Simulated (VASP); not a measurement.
# SnS2 in VASP: a series of runs

SnS2 is run at these levels: PBEsol; tasks: single point.

Everything below comes from runs of VASP 6.6.1. Logs are shortened: lines on timing, memory, paths and dates and some standing lists are left out, and cuts for length are marked.

### Step 1. The cell of the first run

The cell holds a slab with vacuum, 27 atoms: a = 6.059 Å, b = 6.324 Å, c = 29.605 Å, α = 90.00°, β = 90.00°, γ = 90.00°.

### Step 2. Single point, PBEsol (atoms taken out)

File INCAR:

```
SYSTEM = SnS2
ALGO = Normal ; DIPOL = 0.5 0.5 0.500
EDIFF = 1E-6 ; ENCUT = 400
GGA = PS ; GGA_COMPAT = .FALSE.
IDIPOL = 3 ; ISIF = 2
ISMEAR = 0 ; KPAR = 4
LASPH = .TRUE. ; LCHARG = .FALSE.
LDIPOL = .TRUE. ; LREAL = .FALSE.
LWAVE = .FALSE. ; NBANDS = 136
NELM = 120 ; NELMDL = -8
PREC = Accurate ; SIGMA = 0.05
```

File KPOINTS:

```
k-points
0
G
  5 4 1
  0 0 0
```

File POSCAR:

```
SnS2
1.0
    6.0589188786      0.0000000000      0.0000000000
    0.0000000000      6.3242618826      0.0000000000
    0.0000000000      0.0000000000     29.6052572013
Sn S
9 18
Direct
    0.0000000000      0.5000000000      0.2533333843
    0.0000000000      0.0000000000      0.3150000382
    0.0000000000      0.5000000000      0.3766666922
    0.0000000000      0.0000000000      0.4383333461
    0.0000000000      0.5000000000      0.5000000000
    0.0000000000      0.0000000000      0.5616666539
    0.0000000000      0.5000000000      0.6233333078
    0.0000000000      0.0000000000      0.6849999618
    0.0000000000      0.5000000000      0.7466666157
    0.7567569599      0.8333333333      0.2533333843
    0.2432430401      0.1666666667      0.2533333843
    0.7567569599      0.3333333333      0.3150000382
    0.2432430401      0.6666666667      0.3150000382
    0.7567569599      0.8333333333      0.3766666922
    0.2432430401      0.1666666667      0.3766666922
    0.7567569599      0.3333333333      0.4383333461
    0.2432430401      0.6666666667      0.4383333461
    0.7567569599      0.8333333333      0.5000000000
    0.2432430401      0.1666666667      0.5000000000
    0.7567569599      0.3333333333      0.5616666539
    0.2432430401      0.6666666667      0.5616666539
    0.7567569599      0.8333333333      0.6233333078
    0.2432430401      0.1666666667      0.6233333078
    0.7567569599      0.3333333333      0.6849999618
    0.2432430401      0.6666666667      0.6849999618
    0.7567569599      0.8333333333      0.7466666157
    0.2432430401      0.1666666667      0.7466666157
```

Potentials or basis: VASP PAW PBE potentials, release 64 (Sn_d, S).

Started as:

```console
cat potpaw_PBE.64/Sn_d/POTCAR potpaw_PBE.64/S/POTCAR > POTCAR
mpirun -np 4 vasp_std > vasp.out
```

OUTCAR:

```text
SYSTEM = SnS2
   EDIFF = 1E-6
   ENCUT = 400
   GGA = PS
   ISIF = 2
   ISMEAR = 0
   LASPH = .TRUE.
   LREAL = .FALSE.
   NELM = 120
   NELMDL = -8
   PREC = Accurate

 ion  position               nearest neighbor table
   1  0.000  0.500  0.253-  12 2.57  13 2.57  10 2.57  11 2.57   2 3.65   2 3.65   3 3.65
   2  0.000  0.000  0.315-  10 2.57  11 2.57  12 2.57  13 2.57  14 2.57  15 2.57   1 3.65   1 3.65
                             3 3.65   3 3.65   4 3.65
   3  0.000  0.500  0.377-  16 2.57  17 2.57  14 2.57  15 2.57  12 2.57  13 2.57   5 3.65   4 3.65
                             4 3.65   2 3.65   2 3.65   1 3.65
   4  0.000  0.000  0.438-  18 2.57  19 2.57  14 2.57  15 2.57  16 2.57  17 2.57   6 3.65   5 3.65
                             5 3.65   3 3.65   3 3.65   2 3.65
   5  0.000  0.500  0.500-  16 2.57  17 2.57  20 2.57  21 2.57  18 2.57  19 2.57   3 3.65   7 3.65
                             6 3.65   4 3.65   4 3.65   6 3.65
   6  0.000  0.000  0.562-  18 2.57  19 2.57  22 2.57  23 2.57  20 2.57  21 2.57   4 3.65   5 3.65
                             5 3.65   7 3.65   7 3.65   8 3.65
   7  0.000  0.500  0.623-  20 2.57  21 2.57  22 2.57  23 2.57  24 2.57  25 2.57   5 3.65   6 3.65
                             6 3.65   8 3.65   8 3.65   9 3.65
   8  0.000  0.000  0.685-  26 2.57  27 2.57  24 2.57  25 2.57  22 2.57  23 2.57   9 3.65   9 3.65
                             7 3.65   7 3.65   6 3.65
   9  0.000  0.500  0.747-  24 2.57  25 2.57  26 2.57  27 2.57   8 3.65   8 3.65   7 3.65
  10  0.757  0.833  0.253-   2 2.57   1 2.57
  11  0.243  0.167  0.253-   2 2.57   1 2.57
  12  0.757  0.333  0.315-   1 2.57   2 2.57   3 2.57
  13  0.243  0.667  0.315-   1 2.57   2 2.57   3 2.57
  14  0.757  0.833  0.377-   4 2.57   3 2.57   2 2.57
  15  0.243  0.167  0.377-   4 2.57   3 2.57   2 2.57
  16  0.757  0.333  0.438-   5 2.57   3 2.57   4 2.57
  17  0.243  0.667  0.438-   5 2.57   3 2.57   4 2.57
  18  0.757  0.833  0.500-   4 2.57   6 2.57   5 2.57
  19  0.243  0.167  0.500-   4 2.57   6 2.57   5 2.57
  20  0.757  0.333  0.562-   5 2.57   7 2.57   6 2.57
  21  0.243  0.667  0.562-   5 2.57   7 2.57   6 2.57
  22  0.757  0.833  0.623-   6 2.57   7 2.57   8 2.57
  23  0.243  0.167  0.623-   6 2.57   7 2.57   8 2.57
  24  0.757  0.333  0.685-   9 2.57   8 2.57   7 2.57
  25  0.243  0.667  0.685-   9 2.57   8 2.57   7 2.57
  26  0.757  0.833  0.747-   8 2.57   9 2.57
  27  0.243  0.167  0.747-   8 2.57   9 2.57

  LATTYP: Found a simple orthorhombic cell.
 ALAT       =     6.0589188786
 B/A-ratio  =     1.0437937872
 C/A-ratio  =     4.8862276909

  Lattice vectors:

 A1 = (   6.0589188786,   0.0000000000,   0.0000000000)
 A2 = (   0.0000000000,   6.3242618826,   0.0000000000)
 A3 = (   0.0000000000,   0.0000000000,  29.6052572013)

[... 175 lines left out ...]
   EMIN   =  10.00;   EMAX   =-10.00  energy-range for DOS
   EFERMI =   0.00;   METHOD = LEGACY
   ISMEAR =     0;   SIGMA  =   0.05  broadening in eV -4-tet -1-fermi 0-gaus
   EFERMI_NEDOS =   21; number of points for ismear=-14 and -15
   IALGO  =     38    algorithm
   IMIX   =      4    mixing-type and parameters
     AMIX     =   0.40;   BMIX     =  1.00
     AMIX_MAG =   1.60;   BMIX_MAG =  1.00
  volume/ion in A,a.u.               =      42.02       283.53
  Fermi-wavevector in a.u.,A,eV,Ry     =   0.967287  1.827908 12.730221  0.935645
  Thomas-Fermi vector in A             =   2.097160
   LORBIT       =      0    0 simple, 1 ext, 2 COOP (PROOUT), +10 PAW based schemes
   GGA     = PS    functional components
   LHFCALC =     F    Hartree Fock is set to
   AEXX    =    0.0000 exact exchange contribution
   IVDW    =     0    specifies the selected vdW correction
   LEPSILON=     F    determine dielectric tensor
   LRPA    =     F    only Hartree local field effects (RPA)
 non-spin polarized calculation
 Gauss-broadening in eV      SIGMA  =   0.05
  energy-cutoff  :      400.00
  volume of cell :     1134.42
 maximum number of plane-waves:     20655
 NGX is ok and might be reduce to    40

 number of electron     234.0000070 magnetization

 dipolmoment           0.000000      0.000000     -0.000000 electrons x Angstroem

 Free energy of the ion-electron system (eV)
  ---------------------------------------------------
  ext. energy  EPLUGINS =         0.00000000
  ---------------------------------------------------
  free energy    TOTEN  =      -124.26850058 eV

  energy without entropy =     -124.26831101  energy(sigma->0) =     -124.26840580

 E-fermi :   0.1702     XC(G=0):  -5.8252

 val. band max:        0.0777926598   @ k =   0.0000   0.0000   0.0000
 cond. band min:       0.2537216970   @ k =   0.0000   0.0000   0.0000
 fundamental gap:      0.1759290372
 Fermi energy:         0.1702009034

 k-point     1 :       0.0000    0.0000    0.0000
  band No.  band energies     occupation
      1     -21.3421      2.00000
      2     -21.3421      2.00000
      3     -21.2991      2.00000
      4     -21.2990      2.00000
      5     -21.2502      2.00000
      6     -21.2501      2.00000
[... 1441 lines left out ...]
    128       3.7958      0.00000
    129       3.8797      0.00000
 [bands above 129 left out]

------------------------ aborting loop because EDIFF is reached ----------------------------------------

 vacuum level on the upper side and lower side of the slab       (xc-potential included)        -0.094        -0.094

  FORCE on cell =-STRESS in cart. coord.  units (eV):
  Direction    XX          YY          ZZ          XY          YZ          ZX
  --------------------------------------------------------------------------------------
  -------------------------------------------------------------------------------------
  Total       -3.8938132    -10.9670669     -3.9282854      6.3316776      0.0000000      0.0000000
  in kB       -5.4993564    -15.4891382     -5.5480427      8.9424300      0.0000000      0.0000000
  external PRESSURE =      -8.8455124 kB  Pullay stress =       0.0000000 kB

 VOLUME and BASIS-vectors are now :
 -----------------------------------------------------------------------------
  energy-cutoff  :      400.00
  volume of cell :     1134.42
      direct lattice vectors                 reciprocal lattice vectors
     6.058918879  0.000000000  0.000000000     0.165045946  0.000000000  0.000000000
     0.000000000  6.324261883  0.000000000     0.000000000  0.158121219  0.000000000
     0.000000000  0.000000000 29.605257201     0.000000000  0.000000000  0.033777785

 POSITION                                       TOTAL-FORCE (eV/Angst)
 -----------------------------------------------------------------------------------
      0.00000      3.16213      7.50000         0.000000      0.000000      1.779629
      0.00000      0.00000      9.32566         0.000000      0.000000     -0.544995
      0.00000      3.16213     11.15131         0.000000      0.000000      0.120861
      0.00000      0.00000     12.97697         0.000000      0.000000     -0.028862
      0.00000      3.16213     14.80263         0.000000      0.000000      0.000000
      0.00000      0.00000     16.62829         0.000000      0.000000      0.028862
[... 19 lines left out ...]
      4.58513      5.27022     22.10526         0.579526     -0.900453      0.333088
      1.47379      1.05404     22.10526        -0.579526      0.900453      0.333088
 -----------------------------------------------------------------------------------
    total drift:                               -0.000000      0.000000      0.000000

  FREE ENERGIE OF THE ION-ELECTRON SYSTEM (eV)
  ---------------------------------------------------
  free  energy   TOTEN  =      -124.2685005837 eV

  energy  without entropy=     -124.2683110116  energy(sigma->0) =     -124.26840580

 vacuum level on the upper side and lower side of the slab         5.507         5.507
```

Run time: 20 min. Hardware: 4 MPI ranks of AMD EPYC 7R13 (Zen 3), shared host; peak memory 1.2 GiB.

What came out:

| Quantity | Value |
| --- | --- |
| Free energy | -124.2685 eV |
| Largest force | 1.780 eV/Å |
| Band gap on the k mesh | 0.18 eV |

Forces on the atoms (eV/Å):
```
Sn   0.000  0.000  1.780
Sn   0.000  0.000 -0.545
Sn   0.000  0.000  0.121
Sn   0.000  0.000 -0.029
Sn   0.000  0.000  0.000
Sn   0.000  0.000  0.029
Sn   0.000  0.000 -0.121
Sn   0.000  0.000  0.545
Sn   0.000  0.000 -1.780
S    0.580 -0.900 -0.333
S   -0.580  0.900 -0.333
S   -0.059 -0.073 -0.381
S    0.059  0.073 -0.381
S    0.029 -0.008  0.081
S   -0.029  0.008  0.081
S   -0.035  0.013 -0.033
S    0.035 -0.013 -0.033
S    0.006  0.001  0.000
S   -0.006 -0.001  0.000
S   -0.035  0.013  0.033
S    0.035 -0.013  0.033
S    0.029 -0.008 -0.081
S   -0.029  0.008 -0.081
S   -0.059 -0.073  0.381
S    0.059  0.073  0.381
S    0.580 -0.900  0.333
S   -0.580  0.900  0.333
```

Levels at points of the mesh, in eV from the valence-band top:
| k point | band 114 | band 115 | band 116 | band 117 | band 118 | band 119 | band 120 | band 121 |
| --- | --- | --- | --- | --- | --- | --- | --- | --- |
| (0.00, 0.00, 0.00) | -0.45 | -0.43 | -0.01 | 0.00 | 0.18 | 0.28 | 1.59 | 1.82 |
| (0.00, 0.50, 0.00) | -0.48 | -0.45 | -0.13 | -0.11 | 0.73 | 0.74 | 1.50 | 1.50 |

Caveat: the cell differs from its parent crystal (atoms taken out); semilocal functionals underestimate gaps, and a narrow one can read as zero; the PAW data sets were made with another functional, which shifts forces and pressure a little; spin-orbit coupling is left out, which moves the levels of the heavy elements.

### Step 3. Single point, PBEsol

This run uses another cell than the first one: it holds 21 atoms, not 27.

File INCAR:

```
SYSTEM = SnS2
  ALGO = Normal
  DIPOL = 0.5 0.5 0.500
  EDIFF = 1E-6
  ENCUT = 400
  GGA = PS
  GGA_COMPAT = .False.
  IDIPOL = 3
  ISIF = 2
  ISMEAR = 0
  LASPH = .True.
  LCHARG = .True.
  LDIPOL = .True.
  LELF = .True.
  LREAL = .False.
  LVACPOTAV = .True.
  LVHAR = .True.
  LWAVE = .False.
  NBANDS = 107
  NELM = 120
  NELMDL = -8
  PREC = Accurate
  SIGMA = 0.05
```

File KPOINTS:

```
k-points
0
Gamma
  5 4 1
  0 0 0
```

File POSCAR:

```
SnS2
1.0
    6.0589188786      0.0000000000      0.0000000000
    0.0000000000      6.3242618826      0.0000000000
    0.0000000000      0.0000000000     25.9539429010
Sn S
7 14
Direct
    0.0000000000      0.5000000000      0.3021564147
    0.0000000000      0.0000000000      0.3529065754
    0.0000000000      0.5000000000      0.4318812442
    0.0000000000      0.0000000000      0.5000006588
    0.0000000000      0.5000000000      0.5681171656
    0.0000000000      0.0000000000      0.6470961865
    0.0000000000      0.5000000000      0.6978447542
    0.7987758175      0.8047652971      0.2792480521
    0.2012241825      0.1952347029      0.2792480521
    0.7438306189      0.3221042132      0.3623836925
    0.2561693811      0.6778957868      0.3623836925
    0.7622664343      0.8309697969      0.4280030615
    0.2377335657      0.1690302031      0.4280030615
    0.7529140340      0.3317465990      0.4999989056
    0.2470859660      0.6682534010      0.4999989056
    0.7622635852      0.8309714812      0.5719946984
    0.2377364148      0.1690285188      0.5719946984
    0.7438346436      0.3220973078      0.6376183800
    0.2561653564      0.6779026922      0.6376183800
    0.7987603242      0.8047628887      0.7207517102
    0.2012396758      0.1952371113      0.7207517102
```

Potentials or basis: VASP PAW PBE potentials, release 64 (Sn_d, S).

Started as:

```console
cat potpaw_PBE.64/Sn_d/POTCAR potpaw_PBE.64/S/POTCAR > POTCAR
mpirun -np 1 vasp_std > vasp.out
```

Run time: 50 min. Hardware: 1 thread of Oxide Virtual Turin-like, shared host; peak memory 0.89 GiB.

The run converged. Its results:

```
Free energy            : -97.2864 eV
Largest force          : 0.026 eV/Å
Band gap on the k mesh : 1.34 eV (least direct gap 1.46 eV)
```

Forces on the atoms (eV/Å):
```
Sn   0.000  0.000  0.000
Sn   0.000  0.000 -0.008
Sn   0.000  0.000  0.004
Sn   0.000  0.000  0.000
Sn   0.000  0.000 -0.004
Sn   0.000  0.000  0.007
Sn   0.000  0.000  0.000
S    0.011 -0.023  0.005
S   -0.011  0.023  0.005
S    0.001  0.002 -0.006
S   -0.001 -0.002 -0.006
S   -0.004 -0.002  0.002
S    0.004  0.002  0.002
S   -0.004  0.000  0.000
S    0.004  0.000  0.000
S   -0.004 -0.002 -0.001
S    0.004  0.002 -0.001
S    0.001  0.003  0.006
S   -0.001 -0.003  0.006
S    0.011 -0.023 -0.005
S   -0.011  0.023 -0.005
```

Levels at points of the mesh, in eV from the valence-band top:
```
           k point  band 87  band 88  band 89  band 90  band 91  band 92  band 93  band 94  band 95  band 96
(0.00, 0.00, 0.00)    -0.57    -0.55    -0.42    -0.10    -0.04     1.45     1.55     1.68     1.97     2.03
(0.00, 0.50, 0.00)    -0.55    -0.55    -0.54    -0.06    -0.04     1.53     1.55     1.95     2.07     2.11
```

Caveat: the PAW data sets were made with another functional, which shifts forces and pressure a little; spin-orbit coupling is left out, which moves the levels of the heavy elements.
